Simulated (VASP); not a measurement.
**Cu3N: single point with HSE06**

The system is Cu3N.

```xyz
4
Lattice="3.8232 0.0000 0.0000 0.0000 3.8232 0.0000 0.0000 0.0000 3.8232" Properties=species:S:1:pos:R:3 pbc="T T T"
Cu    1.9116    0.0000    0.0000
Cu    0.0000    1.9116    0.0000
Cu    0.0000    0.0000    1.9116
N     0.0000    0.0000    0.0000
```

| Property | Result |
| --- | --- |
| Program | VASP 6.6.1 |
| Task | single point |
| Functional | HSE06 |
| Potentials or basis | VASP PAW PBE potentials, release 64 (Cu, N) |
| Cutoff | 520 eV |
| k mesh | 4 × 4 × 4 |
| Occupations | fermi-dirac, width 0.02 eV |
| Spin | no spin polarisation |

* Pressure: 0.4 GPa
* Band gap on the k mesh: 1.01 eV, indirect (least direct gap 1.72 eV)

Levels at points of the mesh, in eV from the valence-band top:
| k point | band 15 | band 16 | band 17 | band 18 | band 19 | band 20 | band 21 | band 22 | band 23 | band 24 |
| --- | --- | --- | --- | --- | --- | --- | --- | --- | --- | --- |
| (0.00, 0.00, 0.00) | -2.72 | -2.64 | -2.64 | -2.64 | -2.54 | 2.29 | 6.88 | 6.88 | 8.14 | 8.14 |
| (0.50, 0.00, 0.00) | -2.96 | -2.70 | -2.64 | -1.80 | -1.80 | 3.04 | 4.64 | 8.61 | 8.61 | 8.65 |
| (0.50, 0.50, 0.00) | -2.96 | -2.59 | -1.37 | -1.37 | -0.91 | 1.01 | 5.30 | 6.40 | 6.40 | 9.74 |
| (0.50, 0.50, 0.50) | -2.63 | -2.63 | 0.00 | 0.00 | 0.00 | 1.88 | 1.88 | 1.88 | 7.13 | 10.14 |

It took 16 min on 1 thread of Intel(R) Xeon(R) 6975P-C (Granite Rapids), on a shared host, peak memory 0.28 GiB.

Caveat: the PAW data sets were made with another functional, which shifts forces and pressure a little. A k mesh can miss the band edges.
